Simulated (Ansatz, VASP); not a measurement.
One calculation of BaTiO3, two programs

```
CELL_PARAMETERS angstrom
3.96142 0.00000 0.00000
0.01065 3.96141 0.00000
0.02130 0.02124 7.92278
ATOMIC_POSITIONS crystal
Ba 0.00000 0.00000 0.00000
Ba 0.00000 0.00000 0.50000
Ti 0.48640 0.48640 0.24320
Ti 0.48640 0.48640 0.74320
O 0.50930 0.50930 0.00905
O 0.50930 0.50930 0.50905
O 0.01810 0.50930 0.25465
O 0.01810 0.50930 0.75465
O 0.50930 0.01810 0.25465
O 0.50930 0.01810 0.75465
```

Alike in both runs: task single point; functional r2SCAN; k mesh 5 × 5 × 3; collinear spin.

|  | VASP | Ansatz |
| --- | --- | --- |
| version | VASP 6.6.1 | Ansatz 0.2.0 |
| potentials or method | VASP PAW PBE potentials, release 64 (Ba_sv, Ti_sv, O), cutoff 520 eV | PAW plane waves |
| occupations | fermi-dirac, width 0.1 eV | fermi-dirac |
| valence electrons in the cell | 80 | 80 |

```tsv
	VASP	Ansatz	Ansatz less VASP
pressure (GPa)	10.2	8.0	-2.27
traceless stress, the component that is largest in VASP (GPa)	-0.20	-0.15	+0.041
rms of the force components (eV/Å)	0.208	0.149	-0.0591
net moment per atom (μB)	0.00	0.00	0.000
```

VASP's potentials were made for PBE, not for r2SCAN. Atom by atom the forces differ by 0.062 eV/Å (rms over components). Ansatz's warnings: no starting moments, structure snapped to symmetry.

Neither program's run includes spin-orbit coupling.
